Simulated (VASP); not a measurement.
# Ge (Imma) in VASP: a series of runs, part 2 of 2

VASP 6.6.1.

### Step 5. Single point, LDA

This run uses another cell than the first one, of 18.63 Å³/atom, 1.043 times its volume.

The input, INCAR:

```
SYSTEM = Ge
  ALGO = Normal
  EDIFF = 1E-6
  ENCUT = 520
  GGA = CA
  ISIF = 2
  ISMEAR = -1
  LASPH = .TRUE.
  LCHARG = .TRUE.
  LELF = .TRUE.
  LREAL = .FALSE.
  LVHAR = .TRUE.
  LWAVE = .FALSE.
  NBANDS = 21
  NELM = 60
  PREC = Accurate
  SIGMA = 0.05
```

The input, KPOINTS:

```
k-points
0
G
  11 11 11
  0 0 0
```

The input, POSCAR:

```
Ge
1.0
   -2.4791465020      2.6330714371      1.4273027698
    2.4791465020     -2.6330714371      1.4273027698
    2.4791465020      2.6330714371     -1.4273027698
Ge
2
Direct
    0.3140570000      0.0640570000      0.2500000000
    0.6859430000      0.9359430000      0.7500000000
```

Potentials or basis: VASP PAW LDA potentials, release 64 (Ge_d).

Started as:

```bash
> cat potpaw_LDA.64/Ge_d/POTCAR > POTCAR
> mpirun -np 1 vasp_std > vasp.out
```

OUTCAR:

```text
SYSTEM = Ge
   EDIFF = 1E-6
   ENCUT = 520
   GGA = CA
   ISIF = 2
   ISMEAR = -1
   LASPH = .TRUE.
   LREAL = .FALSE.
   NELM = 60
   PREC = Accurate

 ion  position               nearest neighbor table
   1  0.314  0.064  0.250-   2 2.66   2 2.66   2 2.70   2 2.70
   2  0.686  0.936  0.750-   1 2.66   1 2.66   1 2.70   1 2.70

  LATTYP: Found a body centered orthorhombic cell.
 ALAT       =     2.8546055396
 B/A-ratio  =     1.7369450648
 C/A-ratio  =     1.8447882908

  Lattice vectors:

 A1 = (   2.4791465020,  -2.6330714371,   1.4273027698)
 A2 = (  -2.4791465020,  -2.6330714371,  -1.4273027698)
 A3 = (   2.4791465020,   2.6330714371,  -1.4273027698)

Analysis of symmetry for initial positions (statically):
=====================================================================
 Subroutine PRICEL returns:
 Original cell was already a primitive cell.

 Routine SETGRP: Setting up the symmetry group for a
 body centered orthorhombic supercell.

 Subroutine GETGRP returns: Found  8 space group operations
 (whereof  4 operations were pure point group operations)
 out of a pool of  8 trial point group operations.

The static configuration has the point symmetry C_2h.
 The point group associated with its full space group is D_2h.

Analysis of symmetry for dynamics (positions and initial velocities):
=====================================================================
 Subroutine PRICEL returns:
 Original cell was already a primitive cell.

 Routine SETGRP: Setting up the symmetry group for a
 body centered orthorhombic supercell.

 Subroutine GETGRP returns: Found  8 space group operations
 (whereof  4 operations were pure point group operations)
 out of a pool of  8 trial point group operations.

The dynamic configuration has the point symmetry C_2h.
 The point group associated with its full space group is D_2h.

 Subroutine INISYM returns: Found  8 space group operations
 (whereof  4 operations are pure point group operations),
 and found     1 'primitive' translations

----------------------------------------------------------------------------------------

                                     Primitive cell

  volume of cell :      37.2684

  direct lattice vectors                    reciprocal lattice vectors
    -2.479146502  2.633071437  1.427302770     0.000000000  0.189892303  0.350311098
     2.479146502 -2.633071437  1.427302770     0.201682313  0.000000000  0.350311098
     2.479146502  2.633071437 -1.427302770     0.201682313  0.189892303  0.000000000

  length of vectors
     3.887984795  3.887984795  3.887984795     0.398468257  0.404219767  0.277010545

  position of ions in fractional coordinates (direct lattice)
     0.314057000  0.064057000  0.250000000
     0.685943000  0.935943000  0.750000000

  ion indices of the primitive-cell ions
   primitive index   ion index
                 1           1
                 2           2

----------------------------------------------------------------------------------------

 KPOINTS: k-points

Automatic generation of k-mesh.
 Grid dimensions read from file:
 generate k-points for:   11   11   11

 Generating k-lattice:

  Cartesian coordinates                     Fractional coordinates (reciprocal lattice)
     0.000000000  0.017262937  0.031846463     0.090909091 -0.000000000  0.000000000
     0.018334756  0.000000000  0.031846463    -0.000000000  0.090909091  0.000000000
     0.018334756  0.017262937  0.000000000     0.000000000  0.000000000  0.090909091

  Length of vectors
     0.036224387  0.036747252  0.025182777

  Shift w.r.t. Gamma in fractional coordinates (k-lattice)
     0.000000000  0.000000000  0.000000000

 Subroutine IBZKPT returns following result:
 ===========================================

 Found    216 irreducible k-points:

 Following reciprocal coordinates:
            Coordinates               Weight
  0.000000  0.000000  0.000000      1.000000
  0.090909  0.000000  0.000000      4.000000
  0.181818  0.000000  0.000000      4.000000
  0.272727  0.000000  0.000000      4.000000
  0.363636  0.000000  0.000000      4.000000
  0.454545 -0.000000  0.000000      4.000000
[... 16 lines left out ...]
  0.454545  0.181818 -0.000000      8.000000
 -0.454545  0.181818 -0.000000      8.000000
 [... further k-points ...]
   k-points           NKPTS =    216   k-points in BZ     NKDIM =    216   number of bands    NBANDS=     21
   number of dos      NEDOS =    301   number of ions     NIONS =      2
   total plane-waves  NPLWV =  27000
   dimension x,y,z NGX =    30 NGY =   30 NGZ =   30
   dimension x,y,z NGXF=    60 NGYF=   60 NGZF=   60
   ions per type =               2
   NGX,Y,Z   is equivalent  to a cutoff of  12.83, 12.83, 12.83 a.u.
   NGXF,Y,Z  is equivalent  to a cutoff of  25.66, 25.66, 25.66 a.u.
 SYSTEM =  Ge
   PREC   = accura    normal or accurate (medium, high low for compatibility)
   ISTART =      0    job   : 0-new  1-cont  2-samecut
   ICHARG =      2    charge: 1-file 2-atom 10-const
   ISPIN  =      1    spin polarized calculation?
   LNONCOLLINEAR =      F non collinear calculations
   LSORBIT =      F    spin-orbit coupling
   LASPH  =      T    aspherical Exc in radial PAW
   ENCUT  =  520.0 eV  38.22 Ry    6.18 a.u.   7.23  7.23  7.23*2*pi/ulx,y,z
   NELM   =     60;   NELMIN=  2; NELMDL= -5     # of ELM steps
   EDIFF  = 0.1E-05   stopping-criterion for ELM
   LREAL  =      F    real-space projection
   EDIFFG = 0.1E-04   stopping-criterion for IOM
   NSW    =      0    number of steps for IOM
   IBRION =     -1    ionic relax: 0-MD 1-quasi-New 2-CG
   NFREE  =      0    steps in history (QN), initial steepest desc. (CG)
   ISIF   =      2    stress and relaxation
   ISYM   =      2    0-nonsym 1-usesym 2-fastsym
   POTIM  = 0.5000    time-step for ionic-motion
   TEBEG  =    0.0;   TEEND  =   0.0 temperature during run
   PSTRESS=    0.0 pullay stress
   NELECT =      28.0000    total number of electrons
   NUPDOWN=      -1.0000    fix difference up-down
   EMIN   =  10.00;   EMAX   =-10.00  energy-range for DOS
   EFERMI =   0.00;   METHOD = LEGACY
   ISMEAR =    -1;   SIGMA  =   0.05  broadening in eV -4-tet -1-fermi 0-gaus
   EFERMI_NEDOS =   21; number of points for ismear=-14 and -15
   IALGO  =     38    algorithm
   IMIX   =      4    mixing-type and parameters
     AMIX     =   0.40;   BMIX     =  1.00
     AMIX_MAG =   1.60;   BMIX_MAG =  1.00
  volume/ion in A,a.u.               =      18.63       125.75
  Fermi-wavevector in a.u.,A,eV,Ry     =   1.488266  2.812415 30.136025  2.214935
  Thomas-Fermi vector in A             =   2.601322
   LORBIT       =      0    0 simple, 1 ext, 2 COOP (PROOUT), +10 PAW based schemes
   GGA     = CA    functional components
   LHFCALC =     F    Hartree Fock is set to
   AEXX    =    0.0000 exact exchange contribution
   IVDW    =     0    specifies the selected vdW correction
   LEPSILON=     F    determine dielectric tensor
   LRPA    =     F    only Hartree local field effects (RPA)
 non-spin polarized calculation
  energy-cutoff  :      520.00
  volume of cell :       37.27
 maximum number of plane-waves:      1033
 NGX is ok and might be reduce to    30
   NGX = 15   NGY = 15   NGZ = 15

 number of electron      28.0000001 magnetization

 Free energy of the ion-electron system (eV)
  ---------------------------------------------------
  ext. energy  EPLUGINS =         0.00000000
  ---------------------------------------------------
  free energy    TOTEN  =       -10.00147741 eV

  energy without entropy =       -9.99531490  energy(sigma->0) =       -9.99839616

 E-fermi :   6.4864     XC(G=0): -11.5770

 val. band max:        6.4858848442   @ k =   0.4545   0.1818  -0.0000
 cond. band min:       6.4911962825   @ k =   0.4545   0.4545   0.0000
 fundamental gap:      0.0053114383
 Fermi energy:         6.4864191043

 k-point     1 :       0.0000    0.0000    0.0000
  band No.  band energies     occupation
      1     -18.3773      2.00000
      2     -18.2947      2.00000
      3     -18.2921      2.00000
      4     -18.2905      2.00000
      5     -18.2534      2.00000
      6     -18.2153      2.00000
[... 13 lines left out ...]
     20      17.3734      0.00000
     21      19.3436      0.00000
[... 529 lines left out ...]
 k-point    24 :      -0.4545    0.1818   -0.0000
  band No.  band energies     occupation
      1     -18.3012      2.00000
      2     -18.2635      2.00000
      3     -18.2532      2.00000
      4     -18.2361      2.00000
      5     -18.2292      2.00000
      6     -18.1915      2.00000
[... 13 lines left out ...]
     20      17.4372      0.00000
     21      17.6475      0.00000

 [... further k-points ...]

------------------------ aborting loop because EDIFF is reached ----------------------------------------

  FORCE on cell =-STRESS in cart. coord.  units (eV):
  Direction    XX          YY          ZZ          XY          YZ          ZX
  --------------------------------------------------------------------------------------
  -------------------------------------------------------------------------------------
  Total       -0.3856608     -0.8970394     -0.7287826      0.0000000      0.0000000      0.0000000
  in kB      -16.5796434    -38.5639212    -31.3305246      0.0000000      0.0000000      0.0000000
  external PRESSURE =     -28.8246964 kB  Pullay stress =       0.0000000 kB

 VOLUME and BASIS-vectors are now :
 -----------------------------------------------------------------------------
  energy-cutoff  :      520.00
  volume of cell :       37.27
      direct lattice vectors                 reciprocal lattice vectors
    -2.479146502  2.633071437  1.427302770     0.000000000  0.189892303  0.350311098
     2.479146502 -2.633071437  1.427302770     0.201682313  0.000000000  0.350311098
     2.479146502  2.633071437 -1.427302770     0.201682313  0.189892303  0.000000000

 POSITION                                       TOTAL-FORCE (eV/Angst)
 -----------------------------------------------------------------------------------
      0.00000      1.31654      0.18286        -0.000000     -0.000000      0.067310
      2.47915      1.31654      1.24445         0.000000      0.000000     -0.067310
 -----------------------------------------------------------------------------------
    total drift:                               -0.000000     -0.000000      0.000000

  FREE ENERGIE OF THE ION-ELECTRON SYSTEM (eV)
  ---------------------------------------------------
  free  energy   TOTEN  =       -10.0014774136 eV

  energy  without entropy=       -9.9953148972  energy(sigma->0) =       -9.99839616
```

stdout:

```text
POSCAR found type information on POSCAR Ge
 POSCAR found :  1 types and       2 ions
 scaLAPACK will be used
 LDA part: xc-table for (Slater(with rela. corr.)+CA(PZ))
 , standard interpolation
 POSCAR, INCAR and KPOINTS ok, starting setup
 FFT: planning ... GRIDC
 FFT: planning ... GRID_SOFT
 FFT: planning ... GRID
 WAVECAR not read
 entering main loop
```

Wall time 2.5 min (1 thread of Intel Xeon 6975P-C (Granite Rapids), shared host); peak memory 0.24 GiB.

Results:

| Quantity | Value |
| --- | --- |
| Free energy | -10.0015 eV |
| Pressure | -2.9 GPa |
| Largest force | 0.067 eV/Å |
| Band gap on the k mesh | zero (band 14 reaches 8.58 eV, above the bottom of band 15 at 3.29 eV) |

Forces on the atoms (eV/Å):
```
Ge   0.000  0.000  0.067
Ge   0.000  0.000 -0.067
```

### Step 6. Summary

| level | potentials or basis | cell | gap on the mesh (eV) | pressure (GPa) | largest force (eV/Å) |
| --- | --- | --- | --- | --- | --- |
| PBEsol | VASP PAW PBE potentials, release 64 (Ge_d) | a = 3.834 Å, angles 100.8, 94.7, 136.9°, 2 atoms | none | 2.3 | 0.05 |
| LDA | VASP PAW LDA potentials, release 64 (Ge_d) | a = 3.861 Å, angles 100.8, 94.7, 136.9°, 2 atoms | none | -1.4 | 0.07 |
| PBEsol | VASP PAW PBE potentials, release 64 (Ge_d) | a = 3.861 Å, angles 100.8, 94.7, 136.9°, 2 atoms | none | 0.6 | 0.05 |
| LDA | VASP PAW LDA potentials, release 64 (Ge_d) | a = 3.888 Å, angles 100.8, 94.7, 136.9°, 2 atoms | none | -2.9 | 0.07 |

Alike in all rows: task single point; no spin polarisation; k mesh 11 × 11 × 11; cutoff (eV) 520; smearing fermi-dirac 0.05 eV.

Caveats: the PAW data sets were made with another functional, which shifts forces and pressure a little (some runs).

Total energies depend on the potentials used, so only differences within one code and one set of settings carry meaning.
